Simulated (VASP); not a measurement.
Here is a VASP 6.6.1 calculation.

Contents of INCAR:

```
PREC = Accurate ; ENCUT = 520
EDIFF = 1E-6 ; ISMEAR = 0
SIGMA = 0.1 ; LREAL = False
LASPH = True ; NELM = 150
ALGO = Normal ; ISIF = 2
LWAVE = False ; LCHARG = True
ISPIN = 2 ; MAGMOM = 0 0 0 0 1 1
LORBIT = 11 ; GGA = PE
LELF = True ; LVHAR = True
NBANDS = 25
```

The input KPOINTS:

```
regular mesh
0
Gamma
  4 4 4
```

The input POSCAR:

```
Al3SiNO
1.0
    4.8097241000      0.0000000000      0.0000000000
    0.0000000000      3.9209335100      0.0000000000
   -2.3511994100      0.0000000000      4.3163781000
Al Si N O
3 1 1 1
Direct
    0.3262700100      0.0000000000      0.6517660000
    0.6737299900      0.0000000000      0.3482340000
    0.5000000000      0.5000000000      0.5000000000
    0.5000000000      0.5000000000      0.0000000000
    0.0000000000      0.0000000000      0.0000000000
    0.0000000000      0.5000000000      0.5000000000
```

Potentials or basis: VASP PAW PBE potentials, release 64 (Al, Si, N, O).

Command:

```bash
$ cat potpaw_PBE.64/Al/POTCAR potpaw_PBE.64/Si/POTCAR potpaw_PBE.64/N/POTCAR potpaw_PBE.64/O/POTCAR > POTCAR
$ mpirun -np 1 vasp_std > vasp.out
```

Estimate the site moments.

Al -0.00, -0.01; Si -0.01; N +0.58; O +0.01 μB.

Estimate the pressure.

7.3 GPa.

Estimate the net moment.

0.72 μB per cell.

What does it give for the largest force?

1.682 eV/Å.

Forces in eV/Å, atoms in the order of the input:
```
Al  -1.622  0.000  0.445
Al   1.622  0.000 -0.445
Al   0.000  0.000  0.000
Si   0.000  0.000  0.000
N    0.000  0.000  0.000
O    0.000  0.000  0.000
```

Caveat: the k points lie up to 0.40 Å⁻¹ apart; forces of over 1 eV/Å act on the atoms, so gaps and moduli don't describe the material at rest.
